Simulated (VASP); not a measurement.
NiNF3, 5 atoms in the cell. It takes space group Pm-3m (No. 221, cubic). The conventional cell has a = 3.929 Å, b = 3.929 Å, c = 3.929 Å, α = 90.00°, β = 90.00°, γ = 90.00°. Ni (site symmetry m-3m) has 6 F at 1.96 Å within 2.6 Å. N (site symmetry m-3m) has 12 F at 2.78 Å and 8 Ni at 3.40 Å within 3.7 Å. F (site symmetry 4/mmm) has 2 Ni at 1.96 Å within 2.6 Å. 

| Item | Value |
| --- | --- |
| Program | VASP 6.6.1 |
| Task | single point |
| Functional | PBE |
| Potentials or basis | VASP PAW PBE potentials, release 64 (Ni, N, F) |
| Cutoff | 520 eV |
| k mesh | 7 × 7 × 7 |
| Occupations | fermi-dirac, width 0.1 eV |
| Spin | collinear spin, ferromagnetic start |
| Starting moments | [1.5, 0.0, 0.0, 0.0, 0.0] μB |
| Hubbard terms | Ni d U = 5.9 eV, J = 0.9 eV |
| Dipole correction | no |
| LDAUTYPE | 1 |
| Hund's J | 0.9 |
| Further INCAR settings | ALGO = Normal; EDIFF = 1e-06; NBANDS = 30 |

Potentials or basis: VASP PAW PBE potentials, release 64 (Ni, N, F).

Command:

```bash
$ cat potpaw_PBE.64/Ni/POTCAR potpaw_PBE.64/N/POTCAR potpaw_PBE.64/F/POTCAR > POTCAR
$ mpirun -np 1 vasp_std > vasp.out
```

Hardware: 1 thread of AMD EPYC 7R43 64-Core Processor (Zen 3), with other jobs on the host.

Problem. How long does it take, and how much memory?

Solution. Run time: 3.7 min on 1 thread of AMD EPYC 7R43 64-Core Processor (Zen 3), with other jobs on the host, peak memory 0.18 GiB. Counts: scf iterations 27, k points 20.
